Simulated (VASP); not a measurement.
A run of VASP 6.6.1:

Contents of INCAR:

```
SYSTEM = Al6O
PREC = Accurate
ENCUT = 600
EDIFF = 1E-6
ISMEAR = 0
SIGMA = 0.2
LREAL = .FALSE.
LASPH = .TRUE.
NELM = 100
ALGO = Normal
ISIF = 3
LWAVE = .FALSE.
LCHARG = .FALSE.
GGA = PE
IBRION = 2
NSW = 36
EDIFFG = -0.08
```

KPOINTS

```
regular mesh
0
G
  4 4 4
  0 0 0
```

POSCAR

```
Al6O
1.0
   -2.3876868100      3.2693665400      3.5206316700
    2.3876868100     -3.2693665400      3.5206316700
    2.3876868100      3.2693665400     -3.5206316700
Al O
6 1
Direct
    0.9536587900      0.2768146000      0.6768441900
    0.0463412100      0.7231854000      0.3231558100
    0.5999704200      0.2768146000      0.3231558100
    0.4000295800      0.7231854000      0.6768441900
    0.5000000000      0.8378410200      0.3378410200
    0.5000000000      0.1621589800      0.6621589800
    0.0000000000      0.5000000000      0.5000000000
```

Potentials or basis: VASP PAW PBE potentials, release 64 (Al, O).

Launch:

```bash
$ cat potpaw_PBE.64/Al/POTCAR potpaw_PBE.64/O/POTCAR > POTCAR
$ mpirun -np 1 vasp_std > vasp.out
```

Hardware: 1 thread of Intel(R) Xeon(R) 6975P-C (Granite Rapids), on a shared host.

Task: How long does it take, and how much memory?

Result: It took 5.3 min on 1 thread of Intel(R) Xeon(R) 6975P-C (Granite Rapids), with other jobs on the host, peak memory 0.35 GiB. Counts: scf iterations 176, k points 18, ion steps 16.
